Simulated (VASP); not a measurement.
A run of VASP 6.6.1 is set up as follows.

INCAR

```
SYSTEM = AlN
PREC = Accurate ; ENCUT = 520
EDIFF = 1E-6 ; ISMEAR = 0
SIGMA = 0.05 ; LREAL = .FALSE.
LASPH = .TRUE. ; NELM = 100
ALGO = Normal ; ISIF = 2
LWAVE = .FALSE. ; LCHARG = .FALSE.
GGA = PE ; NBANDS = 16
```

File KPOINTS:

```
Automatic mesh
0
G
  8 8 6
  0 0 0
```

POSCAR

```
AlN
1.0
    0.0000000000     -2.0013268331     -2.0013268331
    0.0000000000      2.0013268331     -2.0013268331
    4.0026536662      0.0000000000      0.0000000000
Al N
2 2
Direct
    0.5231904950      0.4768095050      0.0000000000
   -0.0231904950      0.0231904950      0.5000000000
    0.4915866847      0.5084133153      0.5000000000
    0.0084133153      0.9915866847      0.0000000000
```

Potentials or basis: VASP PAW PBE potentials, release 64 (Al, N).

Run with:

```console
$ cat potpaw_PBE.64/Al/POTCAR potpaw_PBE.64/N/POTCAR > POTCAR
$ mpirun -np 1 vasp_std > vasp.out
```

Task: What does it give for the largest force?

Result: 1.125 eV/Å.

Task: Estimate the pressure.

Result: 14.6 GPa.

Task: Estimate the band gap on the k mesh.

Result: 4.85 eV, indirect (least direct gap 4.90 eV).

Forces on the atoms (eV/Å):
```
Al   0.000  1.125  0.000
Al   0.000 -1.125  0.000
N    0.000 -0.072  0.000
N    0.000  0.072  0.000
```

Caveat: forces of over 1 eV/Å act on the atoms, so gaps and moduli don't describe the material at rest. PBE gaps usually lie below the measured ones, often by a third to a half.
